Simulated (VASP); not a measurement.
Input of a VASP 6.6.1 run:

The input INCAR:

```
ALGO = Normal
EDIFF = 1E-6
ENCUT = 520
GGA = PS
ISIF = 2
ISMEAR = 0
LASPH = T
LCHARG = F
LREAL = F
LWAVE = F
NBANDS = 21
NELM = 80
PREC = Accurate
SIGMA = 0.1
```

File KPOINTS:

```
k-points
0
Gamma
  12 12 12
```

File POSCAR:

```
Ge
1.0
   -0.0302705642      2.8359734806      2.8359734806
    2.8359734806     -0.0302705642      2.8359734806
    2.8359734806      2.8359734806     -0.0302705642
Ge
2
Direct
   -0.0007647512     -0.0007647512     -0.0007647512
    0.2507647512      0.2507647512      0.2507647512
```

Potentials or basis: VASP PAW PBE potentials, release 64 (Ge_d).

The run is started by

```console
$ cat potpaw_PBE.64/Ge_d/POTCAR > POTCAR
$ mpirun -np 1 vasp_std > vasp.out
```

What does it give for the band gap on the k mesh?

Zero (bands 14 and 15 overlap by 0.06 eV).

Estimate the pressure.

-1.3 GPa.

Stress tensor (GPa, compression positive):
```
-1.27  0.57  0.57
 0.57 -1.27  0.57
 0.57  0.57 -1.27
```

Caveat: the cell differs from its parent crystal (strained cell); semilocal functionals underestimate gaps, so a narrow gap can read as zero; the PAW data sets were made with another functional, which shifts forces and pressure a little.
